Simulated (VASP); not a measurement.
# MoS2 in VASP: settings compared

Aim: see how the results for MoS2 move with the level of theory and the settings. Levels: PBEsol+D3(BJ), RPBE+D3(BJ), revPBE+D3(BJ), BLYP+D3(BJ). Tasks: single point.

Everything below comes from runs of VASP 6.6.1. Logs are shortened: lines on timing, memory, paths and dates and some standing lists are left out, and cuts for length are marked.

## 1. The cell of the first run

The typed cell holds 6 atoms: a = 3.109 Å, b = 3.109 Å, c = 11.711 Å, α = 90.00°, β = 90.00°, γ = 120.00°.

## 2. Single point, PBEsol+D3(BJ)

Contents of INCAR:

```
SYSTEM = MoS2
PREC = Accurate ; ENCUT = 520
EDIFF = 1E-6 ; ISMEAR = -1
SIGMA = 0.05 ; LREAL = .FALSE.
LASPH = .TRUE. ; NELM = 100
ALGO = Normal ; ISIF = 2
LWAVE = .FALSE. ; LCHARG = .TRUE.
GGA = PS ; IVDW = 12
LELF = .TRUE. ; LVHAR = .TRUE.
NBANDS = 35
```

Contents of KPOINTS:

```
Automatic mesh
0
G
  10 10 2
  0 0 0
```

Contents of POSCAR:

```
MoS2
1.0
    3.1088930031      0.0000000000      0.0000000000
   -1.5544465016      2.6923803183      0.0000000000
    0.0000000000      0.0000000000     11.7109676812
Mo S
2 4
Direct
    0.3333333333      0.6666666667      0.7501454485
    0.6666666667      0.3333333333      0.2498545515
    0.6666666667      0.3333333333      0.6166596771
    0.3333333333      0.6666666667      0.1163675684
    0.6666666667      0.3333333333      0.8836324316
    0.3333333333      0.6666666667      0.3833403229
```

Potentials or basis: VASP PAW PBE potentials, release 64 (Mo_sv, S).

Command:

```bash
> cat potpaw_PBE.64/Mo_sv/POTCAR potpaw_PBE.64/S/POTCAR > POTCAR
> mpirun -np 1 vasp_std > vasp.out
```

OUTCAR:

```text
SYSTEM = MoS2
   PREC = Accurate
   ENCUT = 520
   EDIFF = 1E-6
   ISMEAR = -1
   LREAL = .FALSE.
   LASPH = .TRUE.
   NELM = 100
   ISIF = 2
   GGA = PS
   IVDW = 12
 IVDW          = 12

 ion  position               nearest neighbor table
   1  0.333  0.667  0.750-   3 2.38   3 2.38   3 2.38   5 2.38   5 2.38   5 2.38
   2  0.667  0.333  0.250-   6 2.38   6 2.38   6 2.38   4 2.38   4 2.38   4 2.38
   3  0.667  0.333  0.617-   1 2.38   1 2.38   1 2.38
   4  0.333  0.667  0.116-   2 2.38   2 2.38   2 2.38
   5  0.667  0.333  0.884-   1 2.38   1 2.38   1 2.38
   6  0.333  0.667  0.383-   2 2.38   2 2.38   2 2.38

  LATTYP: Found a hexagonal cell.
 ALAT       =     3.1088930031
 C/A-ratio  =     3.7669252913

  Lattice vectors:

 A1 = (   3.1088930031,   0.0000000000,   0.0000000000)
 A2 = (  -1.5544465016,   2.6923803183,   0.0000000000)
 A3 = (   0.0000000000,   0.0000000000,  11.7109676812)

Analysis of symmetry for initial positions (statically):
=====================================================================
 Subroutine PRICEL returns:
 Original cell was already a primitive cell.

 Routine SETGRP: Setting up the symmetry group for a
 hexagonal supercell.

 Subroutine GETGRP returns: Found 12 space group operations
 (whereof 12 operations were pure point group operations)
 out of a pool of 24 trial point group operations.

The static configuration has the point symmetry D_3d.

Analysis of symmetry for dynamics (positions and initial velocities):
=====================================================================
 Subroutine PRICEL returns:
 Original cell was already a primitive cell.

 Routine SETGRP: Setting up the symmetry group for a
 hexagonal supercell.

 Subroutine GETGRP returns: Found 12 space group operations
 (whereof 12 operations were pure point group operations)
 out of a pool of 24 trial point group operations.

The dynamic configuration has the point symmetry D_3d.

 Subroutine INISYM returns: Found 12 space group operations
 (whereof 12 operations are pure point group operations),
 and found     1 'primitive' translations

----------------------------------------------------------------------------------------

                                     Primitive cell

  volume of cell :      98.0246

  direct lattice vectors                    reciprocal lattice vectors
     3.108893003  0.000000000  0.000000000     0.321657902  0.185709276  0.000000000
    -1.554446502  2.692380318  0.000000000     0.000000000  0.371418552  0.000000000
     0.000000000  0.000000000 11.710967681     0.000000000  0.000000000  0.085390040

  length of vectors
     3.108893003  3.108893003 11.710967681     0.371418552  0.371418552  0.085390040

  position of ions in fractional coordinates (direct lattice)
     0.333333333  0.666666667  0.750145448
     0.666666667  0.333333333  0.249854552
     0.666666667  0.333333333  0.616659677
     0.333333333  0.666666667  0.116367568
     0.666666667  0.333333333  0.883632432
     0.333333333  0.666666667  0.383340323

  ion indices of the primitive-cell ions
   primitive index   ion index
                 1           1
                 2           2
                 3           3
                 4           4
                 5           5
                 6           6

----------------------------------------------------------------------------------------

 KPOINTS: Automatic mesh

Automatic generation of k-mesh.
 Grid dimensions read from file:
 generate k-points for:   10   10    2

 Generating k-lattice:

  Cartesian coordinates                     Fractional coordinates (reciprocal lattice)
     0.032165790  0.018570928  0.000000000     0.100000000  0.000000000  0.000000000
     0.000000000  0.037141855  0.000000000     0.000000000  0.100000000  0.000000000
     0.000000000  0.000000000  0.042695020     0.000000000  0.000000000  0.500000000

  Length of vectors
     0.037141855  0.037141855  0.042695020

  Shift w.r.t. Gamma in fractional coordinates (k-lattice)
     0.000000000  0.000000000  0.000000000

 Subroutine IBZKPT returns following result:
 ===========================================

 Found     28 irreducible k-points:

 Following reciprocal coordinates:
            Coordinates               Weight
  0.000000  0.000000  0.000000      1.000000
  0.100000  0.000000  0.000000      6.000000
  0.200000  0.000000  0.000000      6.000000
  0.300000  0.000000  0.000000      6.000000
  0.400000  0.000000  0.000000      6.000000
  0.500000  0.000000  0.000000      3.000000
[... 16 lines left out ...]
  0.300000  0.100000  0.500000     12.000000
  0.400000  0.100000  0.500000     12.000000
 [... further k-points ...]
   k-points           NKPTS =     28   k-points in BZ     NKDIM =     28   number of bands    NBANDS=     35
   number of dos      NEDOS =    301   number of ions     NIONS =      6
   total plane-waves  NPLWV =  51840
   dimension x,y,z NGX =    24 NGY =   24 NGZ =   90
   dimension x,y,z NGXF=    48 NGYF=   48 NGZF=  180
   ions per type =               2   4
   NGX,Y,Z   is equivalent  to a cutoff of  12.83, 12.83, 12.78 a.u.
   NGXF,Y,Z  is equivalent  to a cutoff of  25.67, 25.67, 25.55 a.u.
 SYSTEM =  MoS2
   PREC   = accura    normal or accurate (medium, high low for compatibility)
   ISTART =      0    job   : 0-new  1-cont  2-samecut
   ICHARG =      2    charge: 1-file 2-atom 10-const
   ISPIN  =      1    spin polarized calculation?
   LNONCOLLINEAR =      F non collinear calculations
   LSORBIT =      F    spin-orbit coupling
   LASPH  =      T    aspherical Exc in radial PAW
   ENCUT  =  520.0 eV  38.22 Ry    6.18 a.u.   5.78  5.78 21.77*2*pi/ulx,y,z
   NELM   =    100;   NELMIN=  2; NELMDL= -5     # of ELM steps
   EDIFF  = 0.1E-05   stopping-criterion for ELM
   LREAL  =      F    real-space projection
   EDIFFG = 0.1E-04   stopping-criterion for IOM
   NSW    =      0    number of steps for IOM
   IBRION =     -1    ionic relax: 0-MD 1-quasi-New 2-CG
   NFREE  =      0    steps in history (QN), initial steepest desc. (CG)
   ISIF   =      2    stress and relaxation
   ISYM   =      2    0-nonsym 1-usesym 2-fastsym
   POTIM  = 0.5000    time-step for ionic-motion
   TEBEG  =    0.0;   TEEND  =   0.0 temperature during run
   PSTRESS=    0.0 pullay stress
   NELECT =      52.0000    total number of electrons
   NUPDOWN=      -1.0000    fix difference up-down
   EMIN   =  10.00;   EMAX   =-10.00  energy-range for DOS
   EFERMI =   0.00;   METHOD = LEGACY
   ISMEAR =    -1;   SIGMA  =   0.05  broadening in eV -4-tet -1-fermi 0-gaus
   EFERMI_NEDOS =   21; number of points for ismear=-14 and -15
   IALGO  =     38    algorithm
   IMIX   =      4    mixing-type and parameters
     AMIX     =   0.40;   BMIX     =  1.00
     AMIX_MAG =   1.60;   BMIX_MAG =  1.00
  volume/ion in A,a.u.               =      16.34       110.25
  Fermi-wavevector in a.u.,A,eV,Ry     =   1.325249  2.504358 23.895722  1.756286
  Thomas-Fermi vector in A             =   2.454724
   LORBIT       =      0    0 simple, 1 ext, 2 COOP (PROOUT), +10 PAW based schemes
   GGA     = PS    functional components
   LHFCALC =     F    Hartree Fock is set to
   AEXX    =    0.0000 exact exchange contribution
   IVDW    =    12    specifies the selected vdW correction
   LEPSILON=     F    determine dielectric tensor
   LRPA    =     F    only Hartree local field effects (RPA)
 non-spin polarized calculation
  energy-cutoff  :      520.00
  volume of cell :       98.02
 maximum number of plane-waves:      2660
 NGX is ok and might be reduce to    24
   NGX = 11   NGY = 11   NGZ = 43

 number of electron      52.0000003 magnetization

 Free energy of the ion-electron system (eV)
  ---------------------------------------------------
  ext. energy  EPLUGINS =         0.00000000
  ---------------------------------------------------
  free energy    TOTEN  =       -46.80431569 eV

  energy without entropy =      -46.80426593  energy(sigma->0) =      -46.80429081

 E-fermi :   9.0177     XC(G=0): -11.5337

 val. band max:        8.7688584381   @ k =   0.0000   0.0000   0.0000
 cond. band min:       9.3626592976   @ k =   0.2000   0.2000   0.0000
 fundamental gap:      0.5938008595
 Fermi energy:         9.0176600349

 k-point     1 :       0.0000    0.0000    0.0000
  band No.  band energies     occupation
      1     -52.7552      2.00000
      2     -52.7552      2.00000
      3     -26.9911      2.00000
      4     -26.9908      2.00000
      5     -26.6895      2.00000
      6     -26.6895      2.00000
[... 27 lines left out ...]
     34      11.2636      0.00000
     35      14.4117      0.00000

 k-point     2 :       0.1000    0.0000    0.0000
  band No.  band energies     occupation
      1     -52.7502      2.00000
      2     -52.7502      2.00000
      3     -26.9817      2.00000
      4     -26.9814      2.00000
      5     -26.7368      2.00000
      6     -26.7368      2.00000
[... 27 lines left out ...]
     34      11.1852      0.00000
     35      15.1384      0.00000

 k-point     3 :       0.2000    0.0000    0.0000
  band No.  band energies     occupation
      1     -52.7372      2.00000
      2     -52.7372      2.00000
      3     -26.9569      2.00000
      4     -26.9567      2.00000
      5     -26.8591      2.00000
      6     -26.8591      2.00000
[... 27 lines left out ...]
     34      11.8190      0.00000
     35      16.1788      0.00000
[... 723 lines left out ...]
 k-point    23 :       0.3000    0.1000    0.5000
  band No.  band energies     occupation
      1     -52.7121      2.00000
      2     -52.7121      2.00000
      3     -27.0690      2.00000
      4     -27.0690      2.00000
      5     -26.9089      2.00000
      6     -26.9089      2.00000
[... 27 lines left out ...]
     34      12.4453      0.00000
     35      15.4016      0.00000

 k-point    24 :       0.4000    0.1000    0.5000
  band No.  band energies     occupation
      1     -52.7031      2.00000
      2     -52.7031      2.00000
      3     -27.1445      2.00000
      4     -27.1445      2.00000
      5     -26.8916      2.00000
      6     -26.8916      2.00000
[... 27 lines left out ...]
     34      12.3027      0.00000
     35      14.7851      0.00000

 [... further k-points ...]

------------------------ aborting loop because EDIFF is reached ----------------------------------------

 Edisp (eV)   -2.41438

 E8    (eV) :    -1.5170

  FORCE on cell =-STRESS in cart. coord.  units (eV):
  Direction    XX          YY          ZZ          XY          YZ          ZX
  --------------------------------------------------------------------------------------
  -------------------------------------------------------------------------------------
  Total      -0.00077    -0.00077    -0.02550     0.00000     0.00000     0.00000
  in kB      -0.01254    -0.01254    -0.41672     0.00000     0.00000     0.00000
  external pressure =       -0.15 kB  Pullay stress =        0.00 kB

 VOLUME and BASIS-vectors are now :
 -----------------------------------------------------------------------------
  energy-cutoff  :      520.00
  volume of cell :       98.02
      direct lattice vectors                 reciprocal lattice vectors
     3.108893003  0.000000000  0.000000000     0.321657902  0.185709276  0.000000000
    -1.554446502  2.692380318  0.000000000     0.000000000  0.371418552  0.000000000
     0.000000000  0.000000000 11.710967681     0.000000000  0.000000000  0.085390040

 POSITION                                       TOTAL-FORCE (eV/Angst)
 -----------------------------------------------------------------------------------
     -0.00000      1.79492      8.78493         0.000000     -0.000000     -0.001601
      1.55445      0.89746      2.92604        -0.000000      0.000000      0.001601
      1.55445      0.89746      7.22168        -0.000000      0.000000     -0.000447
     -0.00000      1.79492      1.36278         0.000000      0.000000      0.004348
      1.55445      0.89746     10.34819        -0.000000      0.000000     -0.004348
     -0.00000      1.79492      4.48929         0.000000     -0.000000      0.000447
 -----------------------------------------------------------------------------------
    total drift:                                0.000000     -0.000000      0.000000

  FREE ENERGIE OF THE ION-ELECTRON SYSTEM (eV)
  ---------------------------------------------------
  free  energy   TOTEN  =       -49.2186943813 eV

  energy  without entropy=      -49.2186446197  energy(sigma->0) =      -49.21866950
```

Run time: 76 s. Hardware: 1 thread of Intel Xeon Platinum 8488C (Sapphire Rapids), shared host; peak memory 0.26 GiB.

What came out:

- Free energy: -49.2187 eV
- Pressure: 0.0 GPa
- Largest force: 0.004 eV/Å
- Band gap on the k mesh: 0.59 eV, indirect (least direct gap 1.98 eV)
- Dispersion energy per atom: -0.402 eV

Forces in eV/Å, atoms in the order of the input:
```
Mo   0.000  0.000 -0.002
Mo   0.000  0.000  0.002
S    0.000  0.000  0.000
S    0.000  0.000  0.004
S    0.000  0.000 -0.004
S    0.000  0.000  0.000
```

Levels at points of the mesh, in eV from the valence-band top:
```tsv
k point	band 24	band 25	band 26	band 27	band 28	band 29
(0.00, 0.00, 0.00)	-1.58	-0.96	0.00	2.05	2.05	2.10
(0.50, 0.00, 0.00)	-1.72	-1.54	-1.51	1.62	1.70	1.93
(0.00, 0.00, 0.50)	-2.29	-0.26	-0.26	2.05	2.05	2.05
(0.50, 0.00, 0.50)	-1.73	-1.59	-1.59	1.65	1.65	2.17
```

Caveat: the PAW data sets were made with another functional, which shifts forces and pressure a little. A k mesh can miss the band edges.

## 3. Single point, RPBE+D3(BJ)

This run uses another cell than the first one, of 14.49 Å³/atom, 0.887 times its volume.

Contents of INCAR:

```
PREC = Accurate ; ENCUT = 520
EDIFF = 1E-7 ; ISMEAR = -1
SIGMA = 0.05 ; LREAL = False
LASPH = True ; NELM = 100
ALGO = Normal ; ISIF = 2
LWAVE = False ; LCHARG = False
GGA = RP ; IVDW = 12
NBANDS = 35
```

Contents of KPOINTS:

```
Automatic mesh
0
Gamma
  10 10 2
```

Contents of POSCAR:

```
MoS2
1.0
    2.9898281880      0.0000000000      0.0000000000
   -1.4949140940      2.5892671638      0.0000000000
    0.0000000000      0.0000000000     11.2339570938
Mo S
2 4
Direct
    0.3333333333      0.6666666667      0.7501676203
    0.6666666667      0.3333333333      0.2498323797
    0.6666666667      0.3333333333      0.6084461422
    0.3333333333      0.6666666667      0.1081149128
    0.6666666667      0.3333333333      0.8918850872
    0.3333333333      0.6666666667      0.3915538578
```

Potentials or basis: VASP PAW PBE potentials, release 64 (Mo_sv, S).

Command:

```bash
> cat potpaw_PBE.64/Mo_sv/POTCAR potpaw_PBE.64/S/POTCAR > POTCAR
> mpirun -np 1 vasp_std > vasp.out
```

Wall time 58 s (1 thread of AMD EPYC 9R45 (Zen 5), shared host); peak memory 0.22 GiB.

Results (log left out):

```
Free energy                : -53.5363 eV
Pressure                   : -0.3 GPa
Largest force              : 0.036 eV/Å
Band gap on the k mesh     : 0.26 eV, indirect (least direct gap 1.59 eV)
Dispersion energy per atom : -2.379 eV
```

Forces in eV/Å, atoms in the order of the input:
```
Mo   0.000  0.000 -0.004
Mo   0.000  0.000  0.004
S    0.000  0.000  0.028
S    0.000  0.000  0.036
S    0.000  0.000 -0.036
S    0.000  0.000 -0.028
```

Stress tensor (GPa, compression positive):
```
-0.29  0.00  0.00
 0.00 -0.29  0.00
 0.00  0.00 -0.43
```

Levels at points of the mesh, in eV from the valence-band top:
```tsv
k point	band 22	band 23	band 24	band 25	band 26	band 27	band 28	band 29	band 30	band 31
(0.00, 0.00, 0.00)	-2.19	-2.02	-2.02	-0.72	0.00	2.11	2.11	2.22	2.22	2.33
(0.50, 0.00, 0.00)	-3.02	-1.97	-1.91	-1.73	-1.23	1.99	2.04	2.14	2.74	2.81
(0.00, 0.00, 0.50)	-2.11	-2.11	-2.11	-0.24	-0.23	2.16	2.16	2.17	2.17	2.52
(0.50, 0.00, 0.50)	-3.43	-1.79	-1.79	-1.61	-1.60	2.07	2.07	2.43	2.43	3.33
```

Caveat: the PAW data sets were made with another functional, which shifts forces and pressure a little. A k mesh can miss the band edges.

(Continued in part 2 of 2.)
